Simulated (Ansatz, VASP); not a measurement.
## Two plane-wave programs on ReSb

```
CELL_PARAMETERS angstrom
0.00000 2.36146 2.36146
2.36146 0.00000 2.36146
2.36146 2.36146 0.00000
ATOMIC_POSITIONS crystal
Re 0.00000 0.00000 0.00000
Sb 0.50000 0.50000 0.50000
```

Change from the starting cell: volume scaled by 0.68, PAW files.

Alike in both runs: task single point; functional LDA; k mesh 12 × 12 × 12; occupations fermi-dirac, width 0.08 eV; no spin polarisation.

|  | VASP | Ansatz |
| --- | --- | --- |
| version | VASP 6.6.1 | Ansatz 0.2.0 |
| potentials or method | VASP PAW LDA potentials, release 64 (Re, Sb) | PAW with Ansatz's default frozen-core files, scalar-relativistic |
| plane-wave cutoff (eV) | 520 | 420 |
| valence electrons in the cell | 12 | 30 |

|  | VASP | Ansatz | Ansatz less VASP |
| --- | --- | --- | --- |
| pressure (GPa) | 158.1 | 154.5 | -3.53 |

LDA's correlation is that of Perdew and Zunger in VASP and of Perdew and Wang (1992) in Ansatz. Both programs put the cell under a high pressure, so it lies far from rest at this level. VASP's potentials hold 12 valence electrons a cell and Ansatz's 30, so a difference there can come from the potentials and not from the codes.

Neither program's run includes spin-orbit coupling. Noted on VASP's run: the cell as given lies far from equilibrium.
